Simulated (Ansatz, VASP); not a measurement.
## Hg: VASP beside Ansatz

```
CELL_PARAMETERS angstrom
2.23398 -2.04586 0.00000
2.23398 2.04586 0.00000
-0.34874 0.00000 3.03980
ATOMIC_POSITIONS crystal
Hg 0.50000 0.50000 0.50000
```

Alike in both runs: task single point; functional PBE; k mesh 11 × 11 × 11; occupations fermi-dirac, width 0.05 eV; no spin polarisation.

```csv
,VASP,Ansatz
version,VASP 6.6.1,Ansatz 0.2.0
potentials or method,"VASP PAW PBE potentials, release 64 (Hg), cutoff 520 eV","all-electron LAPW, non-relativistic"
```

Ansatz gave:

| Property | Result |
| --- | --- |
| pressure (GPa) | 5.7 |
| traceless stress, the component that is largest in VASP (GPa) | 1.26 |

Question: Estimate VASP's values.

Answer: Pressure (GPa): 1.5; traceless stress, the component that is largest in VASP (GPa): 0.23.

Ansatz ran all-electron here, and VASP with PAW potentials.

Neither program's run includes spin-orbit coupling.
